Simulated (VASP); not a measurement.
# Mg8O9 (a cell with a defect) in VASP: notebook, part 2 of 2

VASP 6.6.1.

## Step 3: Single point, PBEsol, collinear spin

Contents of INCAR:

```
SYSTEM = Mg8O9
  PREC = Accurate
  ENCUT = 520
  EDIFF = 1E-6
  ISMEAR = -1
  SIGMA = 0.05
  LREAL = Auto
  LASPH = .TRUE.
  NELM = 150
  ALGO = Normal
  ISIF = 2
  LWAVE = .FALSE.
  LCHARG = .FALSE.
  ISPIN = 2
  MAGMOM = 0 0 0 0 0 0 0 0 0 0 0 0 0 0 0 0 1
  LORBIT = 11
  GGA = PS
  NBANDS = 53
```

Contents of KPOINTS:

```
Automatic mesh
0
G
  2 2 2
  0 0 0
```

Contents of POSCAR:

```
Mg8O9
1.0
    0.0000000000      3.8950000000      3.8950000000
    3.8950000000      0.0000000000      3.8950000000
    3.8950000000      3.8950000000      0.0000000000
Mg O
8 9
Direct
    0.0308600770     -0.0323234917     -0.0286007702
    0.0205905006      0.0389216945      0.4171501926
   -0.0206803594      0.5075866496     -0.0669448010
    0.0241591784      0.4616174583      0.4418485237
    0.5397175866     -0.0037740693     -0.0477535302
    0.5018998716     -0.0324005135      0.4814634146
    0.5116944801      0.4513093710     -0.0847881900
    0.5126572529      0.5023363286      0.4302952503
    0.2754813864      0.2290885751      0.1638254172
    0.2772913992      0.2158536585      0.7092554557
    0.1535044929      0.7480616175      0.2961489089
    0.2208087291      0.7120795892      0.7340308087
    0.7188189987      0.2418485237      0.1847496791
    0.7598459564      0.2458793325      0.6717329910
    0.7757894737      0.7376379974      0.2008729140
    0.7526829268      0.7354043646      0.6863414634
    0.4203979461      0.7295121951      1.0577278562
```

Potentials or basis: VASP PAW PBE potentials, release 64 (Mg, O).

Launch:

```
> cat potpaw_PBE.64/Mg/POTCAR potpaw_PBE.64/O/POTCAR > POTCAR
> mpirun -np 1 vasp_std > vasp.out
```

Wall time 3 min (1 thread of Intel Xeon Platinum 8375C at 2.90GHz (Ice Lake), shared host); peak memory 0.34 GiB.

Results (log left out):

* Free energy: -89.3981 eV
* Pressure: 101.4 GPa
* Largest force: 5.616 eV/Å
* Band gap on the k mesh: 5.02 eV
* Net moment: 0.00 μB per cell
* Valence electrons inside the program's atomic spheres: Mg 0.64, 0.75, 0.66, 0.70, 0.86, 0.81, 0.59 (each value once); O 5.31, 5.22, 5.29, 5.25, 5.32, 5.26, 5.24 (each value once)

Forces on the atoms (eV/Å):
```
Mg  -0.183 -2.224  0.447
Mg   1.691 -0.109 -4.652
Mg  -1.168  0.457 -2.589
Mg   0.790  0.800 -2.153
Mg  -2.050 -0.983  4.894
Mg  -0.975 -1.334  0.851
Mg   2.133  0.737  2.609
Mg  -0.377 -0.665 -1.685
O    3.838  0.657 -0.948
O    1.098 -2.340  0.140
O    0.307  1.741  0.236
O   -0.459 -1.045  5.498
O   -0.123  3.078  1.521
O   -1.410  1.159  0.735
O   -0.082 -0.548 -1.734
O   -1.412  1.295  1.325
O   -1.616 -0.675 -4.496
```

Stress tensor (GPa, compression positive):
```
106.74  -2.08   3.56
 -2.08  81.62  -1.42
  3.56  -1.42 115.87
```

Levels at points of the mesh, in eV from the valence-band top:
Spin up:
| k point | band 33 | band 34 | band 35 | band 36 | band 37 | band 38 |
| --- | --- | --- | --- | --- | --- | --- |
| (0.00, 0.00, 0.00) | -1.27 | -1.20 | -0.95 | 5.52 | 6.58 | 6.95 |
| (0.50, 0.00, 0.00) | -1.24 | -0.84 | 0.00 | 5.02 | 7.09 | 7.82 |
| (0.00, 0.50, 0.00) | -1.63 | -1.55 | -0.13 | 6.57 | 7.16 | 7.60 |
| (0.00, 0.00, 0.50) | -1.38 | -0.94 | -0.09 | 5.14 | 7.32 | 7.64 |
| (0.50, 0.50, 0.50) | -1.43 | -1.18 | -0.51 | 6.58 | 7.05 | 8.11 |
| (0.50, 0.50, 0.00) | -1.36 | -0.81 | -0.05 | 5.09 | 7.99 | 8.82 |
| (0.00, 0.50, 0.50) | -1.46 | -0.75 | -0.03 | 5.10 | 7.86 | 8.59 |
| (0.50, 0.00, 0.50) | -1.67 | -0.70 | -0.04 | 6.57 | 8.05 | 8.67 |
Spin down:
```tsv
k point	band 33	band 34	band 35	band 36	band 37	band 38
(0.00, 0.00, 0.00)	-1.27	-1.20	-0.95	5.52	6.58	6.95
(0.50, 0.00, 0.00)	-1.24	-0.84	0.00	5.02	7.09	7.82
(0.00, 0.50, 0.00)	-1.63	-1.55	-0.13	6.57	7.16	7.60
(0.00, 0.00, 0.50)	-1.38	-0.94	-0.09	5.14	7.32	7.64
(0.50, 0.50, 0.50)	-1.43	-1.18	-0.51	6.58	7.05	8.11
(0.50, 0.50, 0.00)	-1.36	-0.81	-0.05	5.09	7.99	8.82
(0.00, 0.50, 0.50)	-1.46	-0.75	-0.03	5.10	7.86	8.59
(0.50, 0.00, 0.50)	-1.67	-0.70	-0.04	6.57	8.05	8.67
```

Caveat: the k points lie up to 0.70 Å⁻¹ apart; the atoms stand as in a frame of molecular dynamics; the PAW data sets were made with another functional, which shifts forces and pressure a little.

## Step 4: Single point, PBEsol, collinear spin

Contents of INCAR:

```
PREC = Accurate
ENCUT = 520
EDIFF = 1E-6
ISMEAR = -1
SIGMA = 0.05
LREAL = Auto
LASPH = T
NELM = 150
ALGO = Normal
ISIF = 2
LWAVE = F
LCHARG = T
ISPIN = 2
MAGMOM = 0 0 0 0 0 0 0 0 0 0 0 0 0 0 0 0 1
LORBIT = 11
GGA = PS
LELF = T
LVHAR = T
NBANDS = 53
```

Contents of KPOINTS:

```
regular mesh
0
Gamma
  2 2 2
```

Contents of POSCAR:

```
Mg8O9
1.0
    0.0000000000      3.8950000000      3.8950000000
    3.8950000000      0.0000000000      3.8950000000
    3.8950000000      3.8950000000      0.0000000000
Mg O
8 9
Direct
    0.0371887035     -0.0173940950     -0.0530038511
    0.0285879332      0.0079974326      0.4535173299
    0.0078562259      0.5018998716     -0.0839794608
   -0.0155840822      0.4399743261      0.4827471117
    0.4987163030      0.0315275995     -0.0717843389
    0.5310911425     -0.0341976893      0.4315532734
    0.5343645700      0.4445057766     -0.0469191271
    0.5348138639      0.4834916560      0.4053401797
    0.2651347882      0.2438254172      0.1891655969
    0.2497304236      0.2410526316      0.6878305520
    0.0667394095      0.7544672657      0.3314377407
    0.2881643132      0.6948908858      0.6849807445
    0.7829139923      0.2616302953      0.1692297818
    0.7738125802      0.2146598203      0.7043902439
    0.7687804878      0.7451091142      0.1757637997
    0.7470603338      0.7513478819      0.6902952503
    0.3573940950      0.7421694480      1.1098973042
```

Launch:

```
> cat potpaw_PBE.64/Mg/POTCAR potpaw_PBE.64/O/POTCAR > POTCAR
> mpirun -np 1 vasp_std > vasp.out
```

It took 4 min on 1 thread of Intel Xeon Platinum 8375C at 2.90GHz (Ice Lake), shared host; peak memory 0.34 GiB.

The run converged. Its results:

* Free energy: -90.4159 eV
* Pressure: 98.8 GPa
* Largest force: 3.681 eV/Å
* Band gap on the k mesh: 3.91 eV
* Net moment: 0.00 μB per cell
* Valence electrons inside the program's atomic spheres: Mg 0.64, 0.75, 0.68, 0.83, 0.74, 0.60, 0.71, 0.65; O 5.28, 5.26, 5.23, 5.22, 5.29, 5.35, 5.24 (each value once)

Forces in eV/Å, atoms in the order of the input:
```
Mg  -1.065 -0.131 -2.200
Mg  -0.392 -0.222 -1.626
Mg   1.195  0.371  1.258
Mg  -0.273 -1.333  2.771
Mg  -2.364  0.723  0.781
Mg   1.326  0.571  0.411
Mg   0.794 -2.528  1.879
Mg   2.524  0.332 -1.068
O    0.732  0.359 -0.425
O   -1.590  0.776  1.600
O   -1.438  1.454  3.060
O    1.513 -0.229  1.909
O   -1.309  1.293 -2.463
O    0.677 -0.666 -1.732
O   -0.933 -0.658 -0.741
O    1.569  0.344 -1.926
O   -0.967 -0.455 -1.489
```

Stress tensor (GPa, compression positive):
```
 99.85   0.63   0.24
  0.63  79.79   2.23
  0.24   2.23 116.72
```

Levels at points of the mesh, in eV from the valence-band top:
Spin up:
| k point | band 31 | band 32 | band 33 | band 34 | band 35 | band 36 | band 37 | band 38 | band 39 | band 40 |
| --- | --- | --- | --- | --- | --- | --- | --- | --- | --- | --- |
| (0.00, 0.00, 0.00) | -2.45 | -2.10 | -1.98 | -1.86 | -1.52 | 5.15 | 5.55 | 6.43 | 6.56 | 6.87 |
| (0.50, 0.00, 0.00) | -2.39 | -2.22 | -1.64 | -1.35 | -0.01 | 3.91 | 6.90 | 7.16 | 8.08 | 8.51 |
| (0.00, 0.50, 0.00) | -2.81 | -2.25 | -2.02 | -1.69 | -1.01 | 5.53 | 6.89 | 7.84 | 8.08 | 8.31 |
| (0.00, 0.00, 0.50) | -2.43 | -2.26 | -1.87 | -1.79 | -0.23 | 4.16 | 6.96 | 7.18 | 8.18 | 8.24 |
| (0.50, 0.50, 0.50) | -2.54 | -2.37 | -2.27 | -2.13 | -0.49 | 5.50 | 6.91 | 7.47 | 8.10 | 8.40 |
| (0.50, 0.50, 0.00) | -2.75 | -2.34 | -1.87 | -1.25 | 0.00 | 4.01 | 8.11 | 8.41 | 8.69 | 9.32 |
| (0.00, 0.50, 0.50) | -2.75 | -2.42 | -1.93 | -1.50 | -0.20 | 4.11 | 8.15 | 8.54 | 8.61 | 8.93 |
| (0.50, 0.00, 0.50) | -2.72 | -2.58 | -2.45 | -1.21 | -0.42 | 5.48 | 8.12 | 8.33 | 8.62 | 9.10 |
Spin down:
```tsv
k point	band 33	band 34	band 35	band 36	band 37	band 38
(0.00, 0.00, 0.00)	-1.98	-1.86	-1.52	5.15	5.55	6.43
(0.50, 0.00, 0.00)	-1.64	-1.35	-0.01	3.91	6.90	7.16
(0.00, 0.50, 0.00)	-2.02	-1.69	-1.01	5.53	6.89	7.84
(0.00, 0.00, 0.50)	-1.87	-1.79	-0.23	4.16	6.96	7.18
(0.50, 0.50, 0.50)	-2.27	-2.13	-0.49	5.50	6.91	7.47
(0.50, 0.50, 0.00)	-1.87	-1.25	0.00	4.01	8.11	8.41
(0.00, 0.50, 0.50)	-1.93	-1.50	-0.20	4.11	8.15	8.54
(0.50, 0.00, 0.50)	-2.45	-1.21	-0.42	5.48	8.12	8.33
```

Caveat: the k points lie up to 0.70 Å⁻¹ apart; the atoms stand as in a frame of molecular dynamics; the PAW data sets were made with another functional, which shifts forces and pressure a little.

## Step 5: Overview

| cell | gap on the mesh (eV) | pressure (GPa) | moment (μB) | largest force (eV/Å) |
| --- | --- | --- | --- | --- |
| as given, atomic positions A | 5.24 | 101.7 | 0.00 | 5.67 |
| as given, atomic positions B | 5.02 | 101.4 | 0.00 | 5.62 |
| as given, atomic positions C | 3.91 | 98.8 | 0.00 | 3.68 |

Alike in all rows: task single point; level PBEsol; potentials or basis VASP PAW PBE potentials, release 64 (Mg, O); spin collinear; k mesh 2 × 2 × 2; cutoff (eV) 520; smearing fermi-dirac 0.05 eV.

Caveats: all runs use coarse meshes; the atoms stand as in a frame of molecular dynamics; the PAW data sets were made with another functional, which shifts forces and pressure a little.

Total energies depend on the potentials used, so only differences within one code and one set of settings carry meaning.
